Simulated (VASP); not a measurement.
# PbO (P4/nmm) in VASP: further runs, part 2 of 2

VASP 6.6.1. Earlier steps stand in the parts before.

## Step 4: Single point, PBE (volume scaled by 0.980)

Contents of INCAR:

```
SYSTEM = PbO
  ALGO = Normal
  EDIFF = 1E-6
  ENCUT = 520
  GGA = PE
  ISIF = 2
  ISMEAR = 0
  LASPH = .True.
  LCHARG = .True.
  LELF = .True.
  LREAL = .False.
  LVHAR = .True.
  LWAVE = .False.
  NBANDS = 28
  NELM = 60
  PREC = Accurate
  SIGMA = 0.05
```

Contents of KPOINTS:

```
k-points
0
Gamma
  8 8 6
  0 0 0
```

Contents of POSCAR:

```
PbO
1.0
    4.0509824031      0.0000000000      0.0000000000
    0.0000000000      4.0509824031      0.0000000000
    0.0000000000      0.0000000000      5.5009547192
Pb O
2 2
Direct
    0.5000000000      0.0000000000      0.2165065854
    0.0000000000      0.5000000000      0.7834934146
    0.0000000000      0.0000000000      0.0000000000
    0.5000000000      0.5000000000      0.0000000000
```

Potentials or basis: VASP PAW PBE potentials, release 64 (Pb_d, O).

Launch:

```bash
cat potpaw_PBE.64/Pb_d/POTCAR potpaw_PBE.64/O/POTCAR > POTCAR
mpirun -np 1 vasp_std > vasp.out
```

OUTCAR:

```text
SYSTEM = PbO
   EDIFF = 1E-6
   ENCUT = 520
   GGA = PE
   ISIF = 2
   ISMEAR = 0
   LASPH = .True.
   LREAL = .False.
   NELM = 60
   PREC = Accurate

 ion  position               nearest neighbor table
   1  0.500  0.000  0.217-   3 2.35   4 2.35   4 2.35   3 2.35   2 3.73   2 3.73   2 3.73   2 3.73

   2  0.000  0.500  0.783-   3 2.35   4 2.35   3 2.35   4 2.35   1 3.73   1 3.73   1 3.73   1 3.73

   3  0.000  0.000  0.000-   1 2.35   2 2.35   2 2.35   1 2.35
   4  0.500  0.500  0.000-   1 2.35   2 2.35   1 2.35   2 2.35

  LATTYP: Found a simple tetragonal cell.
 ALAT       =     4.0509824031
 C/A-ratio  =     1.3579310330

  Lattice vectors:

 A1 = (   4.0509824031,   0.0000000000,   0.0000000000)
 A2 = (   0.0000000000,   4.0509824031,   0.0000000000)
 A3 = (   0.0000000000,   0.0000000000,   5.5009547192)

Analysis of symmetry for initial positions (statically):
=====================================================================
 Subroutine PRICEL returns:
 Original cell was already a primitive cell.

[... 169 lines left out ...]
  ext. energy  EPLUGINS =         0.00000000
  ---------------------------------------------------
  free energy    TOTEN  =       -21.51629095 eV

  energy without entropy =      -21.51629095  energy(sigma->0) =      -21.51629095

 E-fermi :   4.1417     XC(G=0):  -9.1052

 val. band max:        3.8982244501   @ k =   0.0000   0.0000   0.0000
 cond. band min:       5.6192574867   @ k =   0.5000   0.5000   0.0000
 fundamental gap:      1.7210330366
 Fermi energy:         4.1417082649

 k-point     1 :       0.0000    0.0000    0.0000
  band No.  band energies     occupation
      1     -14.0400      2.00000
      2     -13.6340      2.00000
      3     -11.9764      2.00000
      4     -11.9764      2.00000
      5     -11.9284      2.00000
      6     -11.9186      2.00000
[... 733 lines left out ...]
     27      13.1847      0.00000
     28      13.1847      0.00000

 [... further k-points ...]
[... 5 lines left out ...]
  --------------------------------------------------------------------------------------
  -------------------------------------------------------------------------------------
  Total        0.1711070      0.1711070      0.1296878      0.0000000      0.0000000      0.0000000
  in kB        3.0368230      3.0368230      2.3017116      0.0000000      0.0000000      0.0000000
  external PRESSURE =       2.7917859 kB  Pullay stress =       0.0000000 kB

 VOLUME and BASIS-vectors are now :
 -----------------------------------------------------------------------------
  energy-cutoff  :      520.00
  volume of cell :       90.27
      direct lattice vectors                 reciprocal lattice vectors
     4.050982403  0.000000000  0.000000000     0.246853701  0.000000000  0.000000000
     0.000000000  4.050982403  0.000000000     0.000000000  0.246853701  0.000000000
     0.000000000  0.000000000  5.500954719     0.000000000  0.000000000  0.181786626

 POSITION                                       TOTAL-FORCE (eV/Angst)
 -----------------------------------------------------------------------------------
      2.02549      0.00000      1.19099         0.000000     -0.000000      0.037147
      0.00000      2.02549      4.30996        -0.000000     -0.000000     -0.037147
      0.00000      0.00000      0.00000        -0.000000      0.000000      0.000000
      2.02549      2.02549      0.00000         0.000000     -0.000000      0.000000
 -----------------------------------------------------------------------------------
    total drift:                                0.000000      0.000000      0.000000

  FREE ENERGIE OF THE ION-ELECTRON SYSTEM (eV)
  ---------------------------------------------------
  free  energy   TOTEN  =       -21.5162909514 eV

  energy  without entropy=      -21.5162909514  energy(sigma->0) =      -21.51629095
```

stdout:

```text
POSCAR found type information on POSCAR PbO
 POSCAR found :  2 types and       4 ions
 scaLAPACK will be used
 LDA part: xc-table for (Slater+PW92), standard interpolation
 POSCAR, INCAR and KPOINTS ok, starting setup
 FFT: planning ... GRIDC
 FFT: planning ... GRID_SOFT
 FFT: planning ... GRID
 WAVECAR not read
 entering main loop
```

Wall time 65 s (1 thread of AMD EPYC 9R45 (Zen 5), shared host); peak memory 0.23 GiB.

Results:

```
Free energy            : -21.5163 eV
Pressure               : 0.3 GPa
Largest force          : 0.037 eV/Å
Band gap on the k mesh : 1.72 eV, indirect (least direct gap 1.95 eV)
```

Forces in eV/Å, atoms in the order of the input:
```
Pb   0.000  0.000  0.037
Pb   0.000  0.000 -0.037
O    0.000  0.000  0.000
O    0.000  0.000  0.000
```

Caveat: the cell differs from its parent crystal (volume scaled by 0.980); spin-orbit coupling is left out, which moves the levels of the heavy elements.

## Step 5: Single point, PBE

This run uses another cell than the first one, of 23.03 Å³/atom, 1.058 times its volume.

Contents of INCAR:

```
SYSTEM = PbO
PREC = Accurate
ENCUT = 520
EDIFF = 1E-6
ISMEAR = 0
SIGMA = 0.05
LREAL = .FALSE.
LASPH = .TRUE.
NELM = 100
ALGO = Normal
ISIF = 2
LWAVE = .FALSE.
LCHARG = .FALSE.
GGA = PE
NBANDS = 28
```

Contents of KPOINTS:

```
Automatic mesh
0
G
  8 8 6
  0 0 0
```

Contents of POSCAR:

```
PbO
1.0
    4.0568204757      0.0000000000      0.0000000000
    0.0000000000      4.0568204757      0.0000000000
    0.0000000000      0.0000000000      5.5970750290
Pb O
2 2
Direct
    0.5000000000      0.0000000000      0.2126163549
    0.0000000000      0.5000000000      0.7873836451
    0.0000000000      0.0000000000      0.0000000000
    0.5000000000      0.5000000000      0.0000000000
```

Potentials or basis: VASP PAW PBE potentials, release 64 (Pb_d, O).

Launch:

```bash
cat potpaw_PBE.64/Pb_d/POTCAR potpaw_PBE.64/O/POTCAR > POTCAR
mpirun -np 1 vasp_std > vasp.out
```

OUTCAR:

```text
SYSTEM = PbO
   PREC = Accurate
   ENCUT = 520
   EDIFF = 1E-6
   ISMEAR = 0
   LREAL = .FALSE.
   LASPH = .TRUE.
   NELM = 100
   ISIF = 2
   GGA = PE

 ion  position               nearest neighbor table
   1  0.500  0.000  0.213-   3 2.35   4 2.35   4 2.35   3 2.35   2 3.73   2 3.73   2 3.73   2 3.73

   2  0.000  0.500  0.787-   3 2.35   4 2.35   3 2.35   4 2.35   1 3.73   1 3.73   1 3.73   1 3.73

   3  0.000  0.000  0.000-   1 2.35   2 2.35   2 2.35   1 2.35
   4  0.500  0.500  0.000-   1 2.35   2 2.35   1 2.35   2 2.35

  LATTYP: Found a simple tetragonal cell.
 ALAT       =     4.0568204757
 C/A-ratio  =     1.3796703755

  Lattice vectors:

 A1 = (   4.0568204757,   0.0000000000,   0.0000000000)
 A2 = (   0.0000000000,   4.0568204757,   0.0000000000)
 A3 = (   0.0000000000,   0.0000000000,   5.5970750290)

Analysis of symmetry for initial positions (statically):
=====================================================================
 Subroutine PRICEL returns:
 Original cell was already a primitive cell.

 Routine SETGRP: Setting up the symmetry group for a
 simple tetragonal supercell.
[... 167 lines left out ...]
  ext. energy  EPLUGINS =         0.00000000
  ---------------------------------------------------
  free energy    TOTEN  =       -21.51779639 eV

  energy without entropy =      -21.51779639  energy(sigma->0) =      -21.51779639

 E-fermi :   3.9726     XC(G=0):  -8.9866

 val. band max:        3.7233782220   @ k =   0.0000   0.0000   0.0000
 cond. band min:       5.5282320803   @ k =   0.0000   0.0000   0.3333
 fundamental gap:      1.8048538583
 Fermi energy:         3.9726349059

 k-point     1 :       0.0000    0.0000    0.0000
  band No.  band energies     occupation
      1     -14.1798      2.00000
      2     -13.7831      2.00000
      3     -12.1341      2.00000
      4     -12.1341      2.00000
      5     -12.0874      2.00000
      6     -12.0785      2.00000
[... 733 lines left out ...]
     27      12.9933      0.00000
     28      12.9933      0.00000

 [... further k-points ...]
[... 5 lines left out ...]
  --------------------------------------------------------------------------------------
  -------------------------------------------------------------------------------------
  Total        0.0333405      0.0333405      0.0360374      0.0000000      0.0000000      0.0000000
  in kB        0.5798951      0.5798951      0.6268035      0.0000000      0.0000000      0.0000000
  external PRESSURE =       0.5955312 kB  Pullay stress =       0.0000000 kB

 VOLUME and BASIS-vectors are now :
 -----------------------------------------------------------------------------
  energy-cutoff  :      520.00
  volume of cell :       92.12
      direct lattice vectors                 reciprocal lattice vectors
     4.056820476  0.000000000  0.000000000     0.246498460  0.000000000  0.000000000
     0.000000000  4.056820476  0.000000000     0.000000000  0.246498460  0.000000000
     0.000000000  0.000000000  5.597075029     0.000000000  0.000000000  0.178664748

 POSITION                                       TOTAL-FORCE (eV/Angst)
 -----------------------------------------------------------------------------------
      2.02841      0.00000      1.19003         0.000000      0.000000      0.035454
      0.00000      2.02841      4.40705        -0.000000      0.000000     -0.035454
      0.00000      0.00000      0.00000        -0.000000      0.000000      0.000000
      2.02841      2.02841      0.00000        -0.000000     -0.000000      0.000000
 -----------------------------------------------------------------------------------
    total drift:                                0.000000      0.000000      0.000000

  FREE ENERGIE OF THE ION-ELECTRON SYSTEM (eV)
  ---------------------------------------------------
  free  energy   TOTEN  =       -21.5177963900 eV

  energy  without entropy=      -21.5177963900  energy(sigma->0) =      -21.51779639
```

stdout:

```text
POSCAR found type information on POSCAR PbO
 POSCAR found :  2 types and       4 ions
 scaLAPACK will be used
 LDA part: xc-table for (Slater+PW92), standard interpolation
 POSCAR, INCAR and KPOINTS ok, starting setup
 FFT: planning ... GRIDC
 FFT: planning ... GRID_SOFT
 FFT: planning ... GRID
 WAVECAR not read
 entering main loop
```

Wall time 76 s (1 thread of AMD EPYC 9R45 (Zen 5), shared host); peak memory 0.23 GiB.

What came out:

```yaml
Free_energy: -21.5178 eV
Pressure: 0.1 GPa
Largest_force: 0.035 eV/Å
Band_gap_on_the_k_mesh: 1.80 eV, indirect (least direct gap 1.90 eV)
```

Forces in eV/Å, atoms in the order of the input:
```
Pb   0.000  0.000  0.035
Pb   0.000  0.000 -0.035
O    0.000  0.000  0.000
O    0.000  0.000  0.000
```

Caveat: spin-orbit coupling is left out, which moves the levels of the heavy elements.

## Step 6: Single point, PBE

This run uses another cell than the first one, of 23.03 Å³/atom, 1.058 times its volume.

Contents of INCAR:

```
PREC = Accurate
ENCUT = 520
EDIFF = 1E-6
ISMEAR = 0
SIGMA = 0.05
LREAL = False
LASPH = True
NELM = 100
ALGO = Normal
ISIF = 2
LWAVE = False
LCHARG = True
GGA = PE
LELF = True
LVHAR = True
NBANDS = 28
```

Contents of KPOINTS:

```
Automatic mesh
0
Gamma
  8 8 6
```

POSCAR is that of step 5.

Potentials or basis: VASP PAW PBE potentials, release 64 (Pb_d, O).

Launch:

```bash
cat potpaw_PBE.64/Pb_d/POTCAR potpaw_PBE.64/O/POTCAR > POTCAR
mpirun -np 1 vasp_std > vasp.out
```

Run time: 80 s. Hardware: 1 thread of AMD EPYC 9R45 (Zen 5), shared host; peak memory 0.24 GiB.

It converged, with:

* Free energy: -21.5178 eV
* Pressure: 0.1 GPa
* Largest force: 0.035 eV/Å
* Band gap on the k mesh: 1.80 eV, indirect (least direct gap 1.90 eV)

Forces in eV/Å, atoms in the order of the input:
```
Pb   0.000  0.000  0.035
Pb   0.000  0.000 -0.035
O    0.000  0.000  0.000
O    0.000  0.000  0.000
```

Levels at points of the mesh, in eV from the valence-band top:
```csv
k point,band 16,band 17,band 18,band 19,band 20,band 21,band 22,band 23,band 24,band 25
"(0.00, 0.00, 0.00)",-3.87,-1.46,-1.44,-1.44,0.00,1.90,4.48,5.99,5.99,6.02
"(0.50, 0.00, 0.00)",-2.92,-2.70,-2.70,-1.30,-1.30,3.14,3.14,5.71,5.71,6.66
"(0.50, 0.50, 0.00)",-3.13,-1.57,-1.57,-0.84,-0.84,1.81,1.81,5.25,5.25,6.82
"(0.00, 0.00, 0.50)",-3.81,-1.48,-1.46,-1.46,-0.74,1.81,4.28,4.54,4.54,7.89
"(0.50, 0.00, 0.50)",-3.19,-2.69,-2.69,-0.88,-0.88,2.88,2.88,6.43,6.43,6.46
"(0.50, 0.50, 0.50)",-3.33,-1.84,-1.84,-0.84,-0.84,3.74,3.74,3.98,3.98,5.56
```

Caveat: spin-orbit coupling is left out, which moves the levels of the heavy elements.

## Step 7: Summary

```tsv
cell	gap on the mesh (eV)	pressure (GPa)	largest force (eV/Å)
a = 4.046, b = 4.046, c = 5.318 Å, 4 atoms	1.56	0.7	0.04
a = 4.047, b = 4.047, c = 5.398 Å, 4 atoms	1.63	0.5	0.04
a = 4.051, b = 4.051, c = 5.501 Å, 4 atoms	1.72	0.3	0.04
a = 4.057, b = 4.057, c = 5.597 Å, 4 atoms	1.80	0.1	0.04
```

Alike in all rows: task single point; level PBE; potentials or basis VASP PAW PBE potentials, release 64 (Pb_d, O); no spin polarisation; k mesh 8 × 8 × 6; cutoff (eV) 520; smearing gaussian 0.05 eV.

Caveats: spin-orbit coupling is left out, which moves the levels of the heavy elements.

Total energies depend on the potentials used, so only differences within one code and one set of settings carry meaning.
